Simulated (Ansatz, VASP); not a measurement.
**Sr2O in VASP and in Ansatz**

```
CELL_PARAMETERS angstrom
4.90808 0.00000 0.00000
-2.45404 4.25052 0.00000
0.00000 0.00000 3.96263
ATOMIC_POSITIONS crystal
Sr 0.33333 0.66667 0.00000
Sr 0.66667 0.33333 0.00000
O 0.00000 0.00000 0.00000
```

Alike in both runs: functional PBE; k mesh 12 × 12 × 12; occupations gaussian, width 0.1 eV; no spin polarisation.

Ansatz relaxed the structure, and its values are those at the end. VASP's run is a single point on that final structure, the one shown.

|  | VASP | Ansatz |
| --- | --- | --- |
| version | VASP 6.6.1 | Ansatz 0.2.0 |
| potentials or method | VASP PAW PBE potentials, release 64 (Sr_sv, O), cutoff 520 eV | scalar-relativistic, plane waves, PAW |
| valence electrons in the cell | 26 | 26 |

VASP gave:

```
gap on the k mesh at the Fermi level (eV) : none
pressure (GPa)                            : 0.2
```

Question: Which values does Ansatz return?

Answer: gap on the k mesh at the Fermi level (eV): none; pressure (GPa): 0.0.

A gap of «none» marks a metal or a gap that the smearing closes. With one functional, cell and mesh, what is left measures potentials, basis and numerics.
